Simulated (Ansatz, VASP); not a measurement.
# AlN in VASP and in Ansatz

```xyz
2
Lattice="0.0000 1.9542 1.9542 1.9542 0.0000 1.9542 1.9542 1.9542 0.0000" Properties=species:S:1:pos:R:3 pbc="T T T"
Al    1.9542    1.9542    1.9542
N     0.0000    0.0000    0.0000
```

Alike in both runs: task single point; functional r2SCAN; dispersion rVV10; k mesh 10 × 10 × 10; occupations gaussian, width 0.02 eV; no spin polarisation.

|  | VASP | Ansatz |
| --- | --- | --- |
| version | VASP 6.6.1 | Ansatz 0.2.0 |
| potentials or method | VASP PAW PBE potentials, release 64 (Al, N), cutoff 660 eV | scalar-relativistic, plane waves, PAW |
| valence electrons in the cell | 8 | 8 |

Ansatz gave:

| Quantity | Value |
| --- | --- |
| gap on the k mesh at the Fermi level (eV) | 5.80 |
| least direct gap on the mesh (eV) | 8.05 |

Estimate VASP's values.

gap on the k mesh at the Fermi level (eV): 5.76; least direct gap on the mesh (eV): 8.11.

VASP's potentials were made for PBE, not for r2SCAN.
